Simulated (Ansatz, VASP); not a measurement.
## Be in VASP and in Ansatz

```
Be
1.0
     2.21438    0.00000    0.00000
    -1.10719    1.91771    0.00000
     0.00000    0.00000    3.50010
Be
2
Direct
  0.33333 0.66667 0.25000
  0.66667 0.33333 0.75000
```

Alike in both runs: functional PBE; dispersion D3(BJ); k mesh 21 × 21 × 12; occupations gaussian, width 0.1 eV; no spin polarisation.

Ansatz relaxed the structure, and its values are those at the end. VASP's run is a single point on that final structure, the one shown.

|  | VASP | Ansatz |
| --- | --- | --- |
| version | VASP 6.6.1 | Ansatz 0.2.0 |
| potentials or method | VASP PAW PBE potentials, release 64 (Be), cutoff 520 eV | scalar-relativistic, plane waves, PAW |
| valence electrons in the cell | 4 | 4 |

VASP gave:

| Item | Value |
| --- | --- |
| gap on the k mesh at the Fermi level (eV) | none |
| pressure (GPa) | 0.2 |

Which values does Ansatz return?

gap on the k mesh at the Fermi level (eV): none; pressure (GPa): 0.0.

A gap of «none» marks a metal or a gap that the smearing closes.
